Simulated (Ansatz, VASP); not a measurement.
# Rh in VASP and in Ansatz

```xyz
2
Lattice="2.7310 0.0000 0.0000 -1.3655 2.3651 0.0000 0.0000 0.0000 4.3399" Properties=species:S:1:pos:R:3 pbc="T T T"
Rh    0.0000    1.5767    1.0850
Rh    1.3655    0.7884    3.2549
```

Alike in both runs: task single point; functional PBEsol; k mesh 9 × 9 × 5; occupations fermi-dirac, width 0.05 eV; no spin polarisation.

```csv
,VASP,Ansatz
version,VASP 6.6.1,Ansatz 0.2.0
potentials or method,"VASP PAW PBE potentials, release 64 (Rh_pv)",Ansatz PAW
plane-wave cutoff (eV),520,420
valence electrons in the cell,30,34
```

Ansatz gave:

```
gap on the k mesh at the Fermi level (eV)                     : none
pressure (GPa)                                                : -8.7
traceless stress, the component that is largest in VASP (GPa) : 4.17
```

Question: Which values does VASP return?

Answer: gap on the k mesh at the Fermi level (eV): none; pressure (GPa): -8.8; traceless stress, the component that is largest in VASP (GPa): 4.18.

VASP's potentials were made for PBE, not for PBEsol. A gap of «none» marks a metal or a gap that the smearing closes. VASP's potentials hold 30 valence electrons a cell and Ansatz's 34, so a difference there can come from the potentials and not from the codes.
